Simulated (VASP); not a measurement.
A run of VASP 6.6.1:

File INCAR:

```
SYSTEM = SiC
  ALGO = Normal
  EDIFF = 1E-6
  ENCUT = 520
  GGA = PE
  ISIF = 2
  ISMEAR = 0
  LASPH = .True.
  LCHARG = .True.
  LELF = .True.
  LREAL = .False.
  LVHAR = .True.
  LWAVE = .False.
  NBANDS = 16
  NELM = 80
  PREC = Accurate
  SIGMA = 0.05
```

File KPOINTS:

```
k-points
0
Gamma
  12 12 6
  0 0 0
```

File POSCAR:

```
SiC
1.0
    2.8786865155      0.0000000000      0.0000000000
   -1.4393432578      2.4930156520      0.0000000000
    0.0000000000      0.0000000000      4.9170844372
Si C
2 2
Direct
    0.3333333333      0.6666666667      0.0080072548
    0.6666666667      0.3333333333      0.5080072548
    0.3333333333      0.6666666667      0.3769927452
    0.6666666667      0.3333333333      0.8769927452
```

Potentials or basis: VASP PAW PBE potentials, release 64 (Si, C).

Launch:

```console
$ cat potpaw_PBE.64/Si/POTCAR potpaw_PBE.64/C/POTCAR > POTCAR
$ mpirun -np 1 vasp_std > vasp.out
```

Hardware: 1 thread of Intel(R) Xeon(R) 6975P-C (Granite Rapids), with other jobs on the host.

Estimate the wall time of this run.

It took 14 s on 1 thread of Intel(R) Xeon(R) 6975P-C (Granite Rapids), with other jobs on the host, peak memory 0.17 GiB. Counts: scf iterations 12, k points 76.
